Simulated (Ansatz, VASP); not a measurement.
**One calculation of ZrAg3, two programs**

INCAR

```
ALGO = Fast ; EDIFF = 1E-7
ENCUT = 520 ; GGA = PE
ISIF = 2 ; ISMEAR = 0
LASPH = T ; LCHARG = F
LREAL = F ; LWAVE = F
NBANDS = 30 ; NELM = 60
PREC = Accurate ; SIGMA = 0.05
```

Contents of KPOINTS:

```
k-points
0
Gamma
  8 8 8
```

The input POSCAR:

```
ZrAg3
1.0
    4.2148897104      0.0000000000      0.0000000000
    0.0000000000      4.2148897104      0.0000000000
    0.0000000000      0.0000000000      4.2148897104
Zr Ag
1 3
Direct
    0.0000000000      0.0000000000      0.0000000000
    0.0000000000      0.5000000000      0.5000000000
    0.5000000000      0.5000000000      0.0000000000
    0.5000000000      0.0000000000      0.5000000000
```

Input for Ansatz:

```yaml
crystal:
  lattice:
    - [4.2148897104, 0.0, 0.0]
    - [0.0, 4.2148897104, 0.0]
    - [0.0, 0.0, 4.2148897104]
  atoms:
    - { symbol: Zr, position: [0.0, 0.0, 0.0] }
    - { symbol: Ag, position: [0.0, 0.5, 0.5] }
    - { symbol: Ag, position: [0.5, 0.5, 0.0] }
    - { symbol: Ag, position: [0.5, 0.0, 0.5] }
basis:
  ecutwfc: 420
  ecutrho_ratio: 4
kpoints:
  mp_grid: { grid: [8, 8, 8] }
hamiltonian:
  xc: pbe
scf:
  occupations: { method: gaussian, width: 0.05 }
output:
  forces: true
  stress: true
  eigenvalues: true
```

Alike in both runs: task single point; functional PBE; k mesh 8 × 8 × 8; occupations gaussian, width 0.05 eV; no spin polarisation.

```csv
,VASP,Ansatz
version,VASP 6.6.1,Ansatz 0.2.0
potentials or method,"VASP PAW PBE potentials, release 64 (Zr_sv, Ag), cutoff 520 eV","scalar-relativistic, plane waves, PAW"
valence electrons in the cell,45,69
```

|  | VASP | Ansatz | Ansatz less VASP |
| --- | --- | --- | --- |
| gap on the k mesh at the Fermi level (eV) | none | none | - |
| pressure (GPa) | 4.2 | 4.3 | +0.05 |

A gap of «none» marks a metal or a gap that the smearing closes. VASP's potentials hold 45 valence electrons a cell and Ansatz's 69, so a difference there can come from the potentials and not from the codes.
